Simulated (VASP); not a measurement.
Wanted: the native input for a VASP 6.6.1 run.

| Quantity | Value |
| --- | --- |
| Task | single point |
| Functional | PBE |
| Potentials or basis | VASP PAW PBE potentials, release 64 (Al, Pd) |
| Cutoff | 520 eV |
| k mesh | 4 × 4 × 4 |
| Occupations | gaussian, width 0.1 eV |
| Spin | no spin polarisation |
| Dipole correction | no |
| Further INCAR settings | ALGO = Fast; EDIFF = 1e-06; NBANDS = 30 |

The structure of AlPd4 lies in POSCAR:

```
AlPd4
1.0
    4.4833315662      0.0000000000      0.0000000000
    0.0000000000      4.4833315662      0.0000000000
    0.0000000000      0.0000000000      4.4833315662
Al Pd
1 4
Direct
    0.0000000000      0.0000000000      0.0000000000
    0.7116044652      0.7116044652      0.7116044652
    0.2883955348      0.2883955348      0.7116044652
    0.2883955348      0.7116044652      0.2883955348
    0.7116044652      0.2883955348      0.2883955348
```

These files were run (other wordings do the same):

INCAR

```
PREC = Accurate
ENCUT = 520
EDIFF = 1E-6
ISMEAR = 0
SIGMA = 0.1
LREAL = F
LASPH = T
NELM = 100
ALGO = Fast
ISIF = 2
LWAVE = F
LCHARG = F
GGA = PE
NBANDS = 30
```

KPOINTS

```
Automatic mesh
0
Gamma
  4 4 4
```

Potentials or basis: VASP PAW PBE potentials, release 64 (Al, Pd).

Run with:

```console
$ cat potpaw_PBE.64/Al/POTCAR potpaw_PBE.64/Pd/POTCAR > POTCAR
$ mpirun -np 1 vasp_std > vasp.out
```

Results of the run:

```json
{
  "Pressure": "0.3 GPa",
  "Largest force": "0.022 eV/Å"
}
```

Run time: 19 s on 1 thread of Intel(R) Xeon(R) Platinum 8488C (Sapphire Rapids), on a shared host, peak memory 0.2 GiB.
